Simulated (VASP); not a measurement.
Write the native input for VASP 6.6.1 that does the following.

| Property | Result |
| --- | --- |
| Task | single point |
| Functional | PBE |
| Potentials or basis | VASP PAW PBE potentials, release 64 (Si, C) |
| Cutoff | 520 eV |
| k mesh | 6 × 6 × 1 |
| Occupations | gaussian, width 0.1 eV |
| Spin | collinear spin, ferromagnetic start |
| Starting moments | [0.0, 0.0, 0.0, 0.0, 0.0, 0.0, 1.0, 1.0, 1.0, 1.0] μB |
| Dipole correction | no |
| Further INCAR settings | ALGO = Normal; EDIFF = 1e-07; NBANDS = 35 |

The structure of Si3C2 lies in POSCAR:

```
Si3C2
1.0
    2.5125540881      0.0000000000      0.0000000000
   -1.2562770440      2.1759356687      0.0000000000
    0.0000000000      0.0000000000     24.9787871048
Si C
6 4
Direct
    0.3333333333      0.6666666667      0.7422839654
    0.3333333333      0.6666666667      0.9495016880
    0.3333333333      0.6666666667      0.1562361845
    0.6666666667      0.3333333333      0.8437638155
    0.6666666667      0.3333333333      0.0504983120
    0.6666666667      0.3333333333      0.2577160346
    0.3333333333      0.6666666667      0.4269487592
    0.3333333333      0.6666666667      0.5730449628
    0.6666666667      0.3333333333      0.4269550372
    0.6666666667      0.3333333333      0.5730512408
```

The input as run:

INCAR

```
SYSTEM = Si3C2
  PREC = Accurate
  ENCUT = 520
  EDIFF = 1E-7
  ISMEAR = 0
  SIGMA = 0.1
  LREAL = .False.
  LASPH = .True.
  NELM = 150
  ALGO = Normal
  ISIF = 2
  LWAVE = .False.
  LCHARG = .True.
  ISPIN = 2
  MAGMOM = 0 0 0 0 0 0 1 1 1 1
  LORBIT = 11
  GGA = PE
  LELF = .True.
  LVHAR = .True.
  NBANDS = 35
```

KPOINTS

```
Automatic mesh
0
Gamma
  6 6 1
  0 0 0
```

Potentials or basis: VASP PAW PBE potentials, release 64 (Si, C).

Run with:

```bash
$ cat potpaw_PBE.64/Si/POTCAR potpaw_PBE.64/C/POTCAR > POTCAR
$ mpirun -np 1 vasp_std > vasp.out
```

Results of the run:

* Pressure: 0.1 GPa
* Largest force: 0.005 eV/Å
* Band gap on the k mesh: zero (filled and empty bands overlap)
* Net moment: 0.00 μB per cell
* Valence electrons inside the program's atomic spheres: Si 1.59, 1.58; C 2.58

Caveat: the k points lie up to 0.48 Å⁻¹ apart.

Wall time 2.2 min on 1 thread of Intel(R) Xeon(R) Platinum 8559C (Emerald Rapids), on a shared host, peak memory 0.32 GiB.
